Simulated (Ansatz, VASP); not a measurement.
**Na: VASP beside Ansatz**

Contents of INCAR:

```
ALGO = Fast
EDIFF = 1E-6
ENCUT = 520
GGA = PS
ISIF = 2
ISMEAR = 0
LASPH = True
LCHARG = False
LREAL = False
LWAVE = False
NBANDS = 10
NELM = 80
PREC = Accurate
SIGMA = 0.1
```

KPOINTS

```
k-points
0
Gamma
  16 16 16
```

Contents of POSCAR:

```
Na
1.0
   -1.7989182632      1.7989182632      2.5915726751
    1.7989182632     -1.7989182632      2.5915726751
    1.7989182632      1.7989182632     -2.5915726751
Na
1
Direct
    0.0000000000      0.0000000000      0.0000000000
```

Input for Ansatz:

```yaml
crystal:
  lattice:
    - [-1.7989182632, 1.7989182632, 2.5915726751]
    - [1.7989182632, -1.7989182632, 2.5915726751]
    - [1.7989182632, 1.7989182632, -2.5915726751]
  atoms:
    - { symbol: Na, position: [0.0, 0.0, 0.0] }
basis:
  ecutwfc: 420
kpoints:
  mp_grid: { grid: [16, 16, 16] }
hamiltonian:
  xc: pbesol
scf:
  occupations: { method: gaussian, width: 0.1 }
output:
  forces: true
  stress: true
  eigenvalues: true
```

Alike in both runs: task single point; functional PBEsol; k mesh 16 × 16 × 16; occupations gaussian, width 0.1 eV; no spin polarisation.

|  | VASP | Ansatz |
| --- | --- | --- |
| version | VASP 6.6.1 | Ansatz 0.2.0 |
| potentials or method | VASP PAW PBE potentials, release 64 (Na_pv), cutoff 520 eV | scalar-relativistic, plane waves, PAW |
| valence electrons in the cell | 7 | 9 |

VASP gave:

* gap on the k mesh at the Fermi level (eV): none
* pressure (GPa): 0.8
* traceless stress, the component that is largest in VASP (GPa): -0.06

**Question.** Estimate Ansatz's values.

**Answer.** gap on the k mesh at the Fermi level (eV): none; pressure (GPa): 0.7; traceless stress, the component that is largest in VASP (GPa): -0.06.

VASP's potentials were made for PBE, not for PBEsol. A gap of «none» marks a metal or a gap that the smearing closes. The functional is the same, so the differences come from potentials, cutoffs and numerics. VASP's potentials hold 7 valence electrons a cell and Ansatz's 9, so a difference there can come from the potentials and not from the codes.
